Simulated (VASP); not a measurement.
# Mo (I4/mmm) in VASP: a series of runs

The runs below take Mo through single point, with r2SCAN.

Program: VASP 6.6.1. These are calculated values, not measurements. Logs are shortened: lines on timing, memory, paths and dates and some standing lists are left out, and cuts for length are marked.

### 1 The cell of the first run

Symmetry: I4/mmm, No. 139, tetragonal system. The conventional cell has a = 3.142 Å, b = 3.142 Å, c = 3.189 Å, α = 90.00°, β = 90.00°, γ = 90.00°. Mo (site symmetry 4/mmm) has 14 Mo at 2.73 to 3.19 Å within 3.6 Å.

### 2 Single point, r2SCAN (strain +0.0150 x Voigt [1, 0, 0, 0, 0, 0])

POSCAR reads:

```
Mo
1.0
   -1.5945650000      1.5710000000      1.5710000000
    1.5945650000     -1.5710000000      1.5710000000
    1.5945650000      1.5710000000     -1.5710000000
Mo
1
Direct
    0.0000000000      0.0000000000      0.0000000000
```

INCAR.step1 reads:

```
ALGO = Normal ; EDIFF = 1E-4
ENCUT = 520 ; GGA = PE
ISMEAR = 0 ; LASPH = T
LCHARG = F ; LREAL = F
LWAVE = T ; NBANDS = 13
NELM = 60 ; PREC = Accurate
SIGMA = 0.15
```

INCAR.step2 reads:

```
ALGO = Normal ; EDIFF = 1E-6
ENCUT = 520 ; ISIF = 2
ISMEAR = 0 ; ISTART = 1
LASPH = T ; LCHARG = F
LMIXTAU = T ; LREAL = F
LWAVE = F ; METAGGA = R2SCAN
NBANDS = 13 ; NELM = 60
PREC = Accurate ; SIGMA = 0.15
```

KPOINTS reads:

```
k-points
0
Gamma
  22 22 22
```

Potentials or basis: VASP PAW PBE potentials, release 64 (Mo_sv).

On the command line:

```
$ cat potpaw_PBE.64/Mo_sv/POTCAR > POTCAR
$ cp INCAR.step1 INCAR
$ mpirun -np 1 vasp_std > vasp.out
$ cp INCAR.step2 INCAR
$ mpirun -np 1 vasp_std > vasp.out
```

OUTCAR:

```text
EDIFF = 1E-6
   ENCUT = 520
   ISIF = 2
   ISMEAR = 0
   ISTART = 1
   LASPH = T
   LREAL = F
   METAGGA = R2SCAN
   NELM = 60
   PREC = Accurate

 ion  position               nearest neighbor table
   1  0.000  0.000  0.000-

  LATTYP: Found a body centered tetragonal cell.
 ALAT       =     3.1420000000
 C/A-ratio  =     1.0150000000

  Lattice vectors:

 A1 = (  -1.5945650000,   1.5710000000,  -1.5710000000)
 A2 = (  -1.5945650000,  -1.5710000000,   1.5710000000)
 A3 = (   1.5945650000,   1.5710000000,   1.5710000000)

Analysis of symmetry for initial positions (statically):
=====================================================================
 Subroutine PRICEL returns:
 Original cell was already a primitive cell.

 Routine SETGRP: Setting up the symmetry group for a
 body centered tetragonal supercell.

 Subroutine GETGRP returns: Found 16 space group operations
 (whereof 16 operations were pure point group operations)
 out of a pool of 16 trial point group operations.

The static configuration has the point symmetry D_4h.

Analysis of symmetry for dynamics (positions and initial velocities):
=====================================================================
 Subroutine PRICEL returns:
 Original cell was already a primitive cell.

 Routine SETGRP: Setting up the symmetry group for a
 body centered tetragonal supercell.

 Subroutine GETGRP returns: Found 16 space group operations
 (whereof 16 operations were pure point group operations)
 out of a pool of 16 trial point group operations.

The dynamic configuration has the point symmetry D_4h.

 Subroutine INISYM returns: Found 16 space group operations
 (whereof 16 operations are pure point group operations),
 and found     1 'primitive' translations

----------------------------------------------------------------------------------------

                                     Primitive cell

  volume of cell :      15.7418

  direct lattice vectors                    reciprocal lattice vectors
    -1.594565000  1.571000000  1.571000000     0.000000000  0.318268619  0.318268619
     1.594565000 -1.571000000  1.571000000     0.313565142  0.000000000  0.318268619
     1.594565000  1.571000000 -1.571000000     0.313565142  0.318268619  0.000000000

  length of vectors
     2.734724765  2.734724765  2.734724765     0.450099797  0.446786315  0.446786315

  position of ions in fractional coordinates (direct lattice)
     0.000000000  0.000000000  0.000000000

  ion indices of the primitive-cell ions
   primitive index   ion index
                 1           1

----------------------------------------------------------------------------------------

 KPOINTS: k-points

Automatic generation of k-mesh.
 Grid dimensions read from file:
 generate k-points for:   22   22   22

 Generating k-lattice:

  Cartesian coordinates                     Fractional coordinates (reciprocal lattice)
     0.000000000  0.014466755  0.014466755     0.045454545  0.000000000  0.000000000
     0.014252961  0.000000000  0.014466755    -0.000000000  0.045454545  0.000000000
     0.014252961  0.014466755  0.000000000    -0.000000000  0.000000000  0.045454545

  Length of vectors
     0.020459082  0.020308469  0.020308469

  Shift w.r.t. Gamma in fractional coordinates (k-lattice)
     0.000000000  0.000000000  0.000000000

 Subroutine IBZKPT returns following result:
 ===========================================

 Found    834 irreducible k-points:

 Following reciprocal coordinates:
            Coordinates               Weight
  0.000000  0.000000  0.000000      1.000000
  0.045455  0.000000  0.000000      4.000000
  0.090909  0.000000  0.000000      4.000000
  0.136364  0.000000  0.000000      4.000000
  0.181818  0.000000  0.000000      4.000000
  0.227273  0.000000  0.000000      4.000000
[... 16 lines left out ...]
  0.454545  0.045455 -0.000000     16.000000
 -0.000000  0.090909  0.000000      8.000000
 [... further k-points ...]
   k-points           NKPTS =    834   k-points in BZ     NKDIM =    834   number of bands    NBANDS=     13
   number of dos      NEDOS =    301   number of ions     NIONS =      1
   total plane-waves  NPLWV =   8000
   dimension x,y,z NGX =    20 NGY =   20 NGZ =   20
   dimension x,y,z NGXF=    40 NGYF=   40 NGZF=   40
   ions per type =               1
   NGX,Y,Z   is equivalent  to a cutoff of  12.16, 12.16, 12.16 a.u.
   NGXF,Y,Z  is equivalent  to a cutoff of  24.32, 24.32, 24.32 a.u.
 SYSTEM =  unknown system
   PREC   = accura    normal or accurate (medium, high low for compatibility)
   ISTART =      1    job   : 0-new  1-cont  2-samecut
   ICHARG =      0    charge: 1-file 2-atom 10-const
   ISPIN  =      1    spin polarized calculation?
   LNONCOLLINEAR =      F non collinear calculations
   LSORBIT =      F    spin-orbit coupling
   LASPH  =      T    aspherical Exc in radial PAW
   ENCUT  =  520.0 eV  38.22 Ry    6.18 a.u.   5.08  5.08  5.08*2*pi/ulx,y,z
   NELM   =     60;   NELMIN=  2; NELMDL=  0     # of ELM steps
   EDIFF  = 0.1E-05   stopping-criterion for ELM
   LREAL  =      F    real-space projection
   EDIFFG = 0.1E-04   stopping-criterion for IOM
   NSW    =      0    number of steps for IOM
   IBRION =     -1    ionic relax: 0-MD 1-quasi-New 2-CG
   NFREE  =      0    steps in history (QN), initial steepest desc. (CG)
   ISIF   =      2    stress and relaxation
   ISYM   =      2    0-nonsym 1-usesym 2-fastsym
   POTIM  = 0.5000    time-step for ionic-motion
   TEBEG  =    0.0;   TEEND  =   0.0 temperature during run
   PSTRESS=    0.0 pullay stress
   NELECT =      14.0000    total number of electrons
   NUPDOWN=      -1.0000    fix difference up-down
   EMIN   =  10.00;   EMAX   =-10.00  energy-range for DOS
   EFERMI =   0.00;   METHOD = LEGACY
   ISMEAR =     0;   SIGMA  =   0.15  broadening in eV -4-tet -1-fermi 0-gaus
   EFERMI_NEDOS =   21; number of points for ismear=-14 and -15
   IALGO  =     38    algorithm
   IMIX   =      4    mixing-type and parameters
     AMIX     =   0.40;   BMIX     =  1.00
     AMIX_MAG =   1.60;   BMIX_MAG =  1.00
  volume/ion in A,a.u.               =      15.74       106.23
  Fermi-wavevector in a.u.,A,eV,Ry     =   1.574343  2.975077 33.722793  2.478555
  Thomas-Fermi vector in A             =   2.675491
   LORBIT       =      0    0 simple, 1 ext, 2 COOP (PROOUT), +10 PAW based schemes
   METAGGA = R2SCAN    functional components
   LHFCALC =     F    Hartree Fock is set to
   AEXX    =    0.0000 exact exchange contribution
   IVDW    =     0    specifies the selected vdW correction
   LEPSILON=     F    determine dielectric tensor
   LRPA    =     F    only Hartree local field effects (RPA)
 non-spin polarized calculation
 Gauss-broadening in eV      SIGMA  =   0.15
  energy-cutoff  :      520.00
  volume of cell :       15.74
 maximum number of plane-waves:       438
   NGX = 11   NGY = 11   NGZ = 11

 number of electron      14.0000003 magnetization

 Free energy of the ion-electron system (eV)
  ---------------------------------------------------
  ext. energy  EPLUGINS =         0.00000000
  ---------------------------------------------------
  free energy    TOTEN  =       -26.07858027 eV

  energy without entropy =      -26.07198211  energy(sigma->0) =      -26.07528119

 E-fermi :  12.4282     XC(G=0): -14.5923

 val. band max:       12.4270265947   @ k =   0.3636  -0.2727   0.1364
 cond. band min:      12.4372273782   @ k =   0.3636  -0.3182   0.1818
 fundamental gap:      0.0102007836
 Fermi energy:        12.4282075464

 k-point     1 :       0.0000    0.0000    0.0000
  band No.  band energies     occupation
      1     -50.7880      2.00000
      2     -23.2793      2.00000
      3     -23.2750      2.00000
      4     -23.2750      2.00000
      5       4.7961      2.00000
      6      10.9682      2.00000
      7      10.9682      2.00000
      8      11.1481      2.00000
      9      14.2199      0.00000
     10      14.4498      0.00000
     11      27.7200      0.00000
     12      28.0266      0.00000
     13      28.0266      0.00000

 k-point     2 :       0.0455    0.0000    0.0000
  band No.  band energies     occupation
      1     -50.7823      2.00000
      2     -23.3070      2.00000
      3     -23.2894      2.00000
      4     -23.2755      2.00000
      5       4.8934      2.00000
      6      10.9110      2.00000
      7      11.0580      2.00000
      8      11.1362      2.00000
      9      14.2235      0.00000
     10      14.3651      0.00000
     11      27.8845      0.00000
     12      28.0994      0.00000
     13      28.2128      0.00000

 k-point     3 :       0.0909    0.0000    0.0000
  band No.  band energies     occupation
      1     -50.7656      2.00000
      2     -23.3998      2.00000
      3     -23.3186      2.00000
      4     -23.2769      2.00000
      5       5.1760      2.00000
      6      10.7485      2.00000
      7      11.0914      2.00000
      8      11.3251      2.00000
      9      14.1576      0.00000
     10      14.2370      0.00000
     11      28.2889      0.00000
     12      28.3679      0.00000
     13      28.7037      0.00000
[... 305 lines left out ...]
 k-point    23 :       0.4545    0.0455   -0.0000
  band No.  band energies     occupation
      1     -50.5002      2.00000
      2     -24.7294      2.00000
      3     -23.7633      2.00000
      4     -23.3112      2.00000
      5       6.9441      2.00000
      6       8.7915      2.00000
      7      13.6330      0.00000
      8      14.4370      0.00000
      9      15.2770      0.00000
     10      17.4576      0.00000
     11      24.6735      0.00000
     12      25.0690      0.00000
     13      30.3491      0.00000

 k-point    24 :      -0.0000    0.0909    0.0000
  band No.  band energies     occupation
      1     -50.7659      2.00000
      2     -23.4023      2.00000
      3     -23.3129      2.00000
      4     -23.2777      2.00000
      5       5.1700      2.00000
      6      10.8391      2.00000
      7      10.9296      2.00000
      8      11.4214      2.00000
      9      13.9680      0.00000
     10      14.4093      0.00000
     11      28.0997      0.00000
     12      28.5923      0.00000
     13      28.6568      0.00000

 [... further k-points ...]

------------------------ aborting loop because EDIFF is reached ----------------------------------------

  FORCE on cell =-STRESS in cart. coord.  units (eV):
  Direction    XX          YY          ZZ          XY          YZ          ZX
  --------------------------------------------------------------------------------------
  -------------------------------------------------------------------------------------
  Total       -0.3668930      0.0991402      0.0991402      0.0000000      0.0000000      0.0000000
  in kB      -37.3418181     10.0903424     10.0903424      0.0000000      0.0000000      0.0000000
  external PRESSURE =      -5.7203778 kB  Pullay stress =       0.0000000 kB

 VOLUME and BASIS-vectors are now :
 -----------------------------------------------------------------------------
  energy-cutoff  :      520.00
  volume of cell :       15.74
      direct lattice vectors                 reciprocal lattice vectors
    -1.594565000  1.571000000  1.571000000     0.000000000  0.318268619  0.318268619
     1.594565000 -1.571000000  1.571000000     0.313565142  0.000000000  0.318268619
     1.594565000  1.571000000 -1.571000000     0.313565142  0.318268619  0.000000000

 POSITION                                       TOTAL-FORCE (eV/Angst)
 -----------------------------------------------------------------------------------
      0.00000      0.00000      0.00000         0.000000      0.000000     -0.000000
 -----------------------------------------------------------------------------------
    total drift:                                0.000000     -0.000000      0.000000

  FREE ENERGIE OF THE ION-ELECTRON SYSTEM (eV)
  ---------------------------------------------------
  free  energy   TOTEN  =       -26.0785802668 eV

  energy  without entropy=      -26.0719821109  energy(sigma->0) =      -26.07528119
```

Run time: 3.9 min. Hardware: 1 thread of AMD EPYC 9R45 (Zen 5), shared host; peak memory 0.23 GiB.

Results:

```yaml
Free_energy: -26.0786 eV
Pressure: -0.6 GPa
Band_gap_on_the_k_mesh: zero (bands 7 and 8 overlap by 5.38 eV)
```

Stress tensor (GPa, compression positive):
```
-3.73  0.00  0.00
 0.00  1.01  0.00
 0.00  0.00  1.01
```

Levels at points of the mesh, in eV from the Fermi level:
```
           k point  band 4  band 5  band 6  band 7  band 8  band 9  band 10  band 11
(0.00, 0.00, 0.00)  -35.70   -7.63   -1.46   -1.46   -1.28    1.79     2.02    15.29
(0.50, 0.00, 0.00)  -35.73   -5.56   -3.67    1.64    2.03    2.65     4.91    12.24
(0.00, 0.50, 0.00)  -35.71   -5.54   -3.48    1.52    1.79    2.56     4.87    12.09
(0.50, 0.50, 0.50)  -36.70   -5.60   -5.56    4.08    4.12    4.12     9.15     9.56
```

Caveat: the cell differs from its parent crystal (strain +0.0150 x Voigt [1, 0, 0, 0, 0, 0]); the PAW data sets were made with another functional, which shifts forces and pressure a little.

### 3 Single point, r2SCAN (strain +0.0300 x Voigt [1, 0, 0, 0, 0, 0])

POSCAR reads:

```
Mo
1.0
   -1.6181300000      1.5710000000      1.5710000000
    1.6181300000     -1.5710000000      1.5710000000
    1.6181300000      1.5710000000     -1.5710000000
Mo
1
Direct
    0.0000000000      0.0000000000      0.0000000000
```

INCAR.step1 reads:

```
SYSTEM = Mo
PREC     = Accurate       ! precision mode
ENCUT    = 520            ! plane-wave cutoff, eV
ISMEAR   = 0              ! smearing method
SIGMA    = 0.15           ! smearing width, eV
LREAL    = .FALSE.        ! projectors in reciprocal space
LASPH    = .TRUE.         ! aspherical terms in the spheres
NELM     = 80             ! most SCF steps
NBANDS   = 13             ! bands
GGA      = PE             ! functional
ALGO     = Normal         ! electronic algorithm
EDIFF    = 1E-4           ! SCF threshold, eV
LWAVE    = .TRUE.         ! write WAVECAR
LCHARG   = .FALSE.        ! write CHGCAR
```

INCAR.step2 reads:

```
SYSTEM = Mo
PREC     = Accurate       ! precision mode
ENCUT    = 520            ! plane-wave cutoff, eV
EDIFF    = 1E-6           ! SCF threshold, eV
ISMEAR   = 0              ! smearing method
SIGMA    = 0.15           ! smearing width, eV
LREAL    = .FALSE.        ! projectors in reciprocal space
LASPH    = .TRUE.         ! aspherical terms in the spheres
NELM     = 80             ! most SCF steps
ALGO     = Normal         ! electronic algorithm
ISIF     = 2              ! what is computed and relaxed
LWAVE    = .FALSE.        ! write WAVECAR
LCHARG   = .FALSE.        ! write CHGCAR
METAGGA  = R2SCAN         ! meta-GGA
LMIXTAU  = .TRUE.       
NBANDS   = 13             ! bands
ISTART   = 1
```

KPOINTS reads:

```
Automatic mesh
0
G
  22 22 22
  0 0 0
```

Potentials or basis: VASP PAW PBE potentials, release 64 (Mo_sv).

On the command line:

```
$ cat potpaw_PBE.64/Mo_sv/POTCAR > POTCAR
$ cp INCAR.step1 INCAR
$ mpirun -np 1 vasp_std > vasp.out
$ cp INCAR.step2 INCAR
$ mpirun -np 1 vasp_std > vasp.out
```

Wall time 3.9 min (1 thread of AMD EPYC 9R45 (Zen 5), shared host); peak memory 0.23 GiB.

It converged, with:

```yaml
Free_energy: -26.0683 eV
Pressure: -4.3 GPa
Band_gap_on_the_k_mesh: zero (bands 7 and 8 overlap by 5.12 eV)
```

Stress tensor (GPa, compression positive):
```
-10.37   0.00   0.00
  0.00  -1.32   0.00
  0.00   0.00  -1.32
```

Levels at points of the mesh, in eV from the Fermi level:
```tsv
k point	band 3	band 4	band 5	band 6	band 7	band 8	band 9	band 10	band 11	band 12
(0.00, 0.00, 0.00)	-35.74	-35.74	-7.59	-1.48	-1.48	-1.14	1.65	2.09	15.08	15.68
(0.50, 0.00, 0.00)	-36.21	-35.77	-5.48	-3.72	1.67	2.14	2.67	4.82	12.11	12.41
(0.00, 0.50, 0.00)	-36.17	-35.74	-5.44	-3.34	1.42	1.64	2.52	4.75	11.81	12.52
(0.50, 0.50, 0.50)	-36.68	-36.68	-5.50	-5.43	3.96	4.05	4.05	8.77	9.58	9.58
```

Caveat: the cell differs from its parent crystal (strain +0.0300 x Voigt [1, 0, 0, 0, 0, 0]); the cell stands under tension; the PAW data sets were made with another functional, which shifts forces and pressure a little.
